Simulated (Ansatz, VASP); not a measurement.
**Cd5HgO6: VASP beside Ansatz**

INCAR

```
PREC = Accurate ; ENCUT = 520
EDIFF = 1E-6 ; ISMEAR = 0
SIGMA = 0.1 ; LREAL = False
LASPH = True ; NELM = 100
ALGO = Normal ; ISIF = 2
LWAVE = False ; LCHARG = False
GGA = PE ; NBANDS = 66
```

The input KPOINTS:

```
Automatic mesh
0
Gamma
  6 6 1
```

File POSCAR:

```
Cd5HgO6
1.0
    3.3865891000      0.0000000000      0.0000000000
   -1.6932946000      2.9328722000      0.0000000000
    0.0000000000      0.0000000000     16.6440321000
Cd Hg O
5 1 6
Direct
    0.6666667000      0.3333333000      0.6705630000
    0.3333333000      0.6666667000      0.3294370000
    0.6666667000      0.3333333000      0.1646750000
    0.0000000000      0.0000000000      0.0000000000
    0.3333333000      0.6666667000      0.8353250000
    0.0000000000      0.0000000000      0.5000000000
    0.3333333000      0.6666667000      0.5902910000
    0.6666667000      0.3333333000      0.4097090000
    0.0000000000      0.0000000000      0.2469240000
    0.3333333000      0.6666667000      0.0823120000
    0.6666667000      0.3333333000      0.9176880000
    0.0000000000      0.0000000000      0.7530760000
```

Input for Ansatz:

```yaml
crystal:
  lattice:
    - [3.3865891, 0.0, 0.0]
    - [-1.6932946, 2.9328722, 0.0]
    - [0.0, 0.0, 16.6440321]
  atoms:
    - { symbol: Cd, position: [0.6666667, 0.3333333, 0.670563] }
    - { symbol: Cd, position: [0.3333333, 0.6666667, 0.329437] }
    - { symbol: Cd, position: [0.6666667, 0.3333333, 0.164675] }
    - { symbol: Cd, position: [0.0, 0.0, 0.0] }
    - { symbol: Cd, position: [0.3333333, 0.6666667, 0.835325] }
    - { symbol: Hg, position: [0.0, 0.0, 0.5] }
    - { symbol: O, position: [0.3333333, 0.6666667, 0.590291] }
    - { symbol: O, position: [0.6666667, 0.3333333, 0.409709] }
    - { symbol: O, position: [0.0, 0.0, 0.246924] }
    - { symbol: O, position: [0.3333333, 0.6666667, 0.082312] }
    - { symbol: O, position: [0.6666667, 0.3333333, 0.917688] }
    - { symbol: O, position: [0.0, 0.0, 0.753076] }
basis:
  ecutwfc: 420
kpoints:
  mp_grid: { grid: [6, 6, 1] }
hamiltonian:
  xc: pbe
scf:
  occupations: { method: gaussian, width: 0.1 }
  lower_state_search: "off"
output:
  forces: true
  stress: true
  eigenvalues: true
```

Alike in both runs: task single point; functional PBE; k mesh 6 × 6 × 1; occupations gaussian, width 0.1 eV; no spin polarisation.

|  | VASP | Ansatz |
| --- | --- | --- |
| version | VASP 6.6.1 | Ansatz 0.2.0 |
| potentials or method | VASP PAW PBE potentials, release 64 (Cd, Hg, O), cutoff 520 eV | scalar-relativistic, plane waves, PAW |
| valence electrons in the cell | 108 | 156 |

|  | VASP | Ansatz | Ansatz less VASP |
| --- | --- | --- | --- |
| gap on the k mesh at the Fermi level (eV) | none | none | - |
| pressure (GPa) | 1.1 | 0.0 | -1.13 |
| rms of the force components (eV/Å) | 0.004 | 0.001 | -0.0021 |

Atom by atom the forces differ by 0.002 eV/Å (rms over components). A gap of «none» marks a metal or a gap that the smearing closes. VASP's potentials hold 108 valence electrons a cell and Ansatz's 156, so a difference there can come from the potentials and not from the codes.

The k mesh is coarse, so the values compare programs but aren't converged. Neither program's run includes spin-orbit coupling.
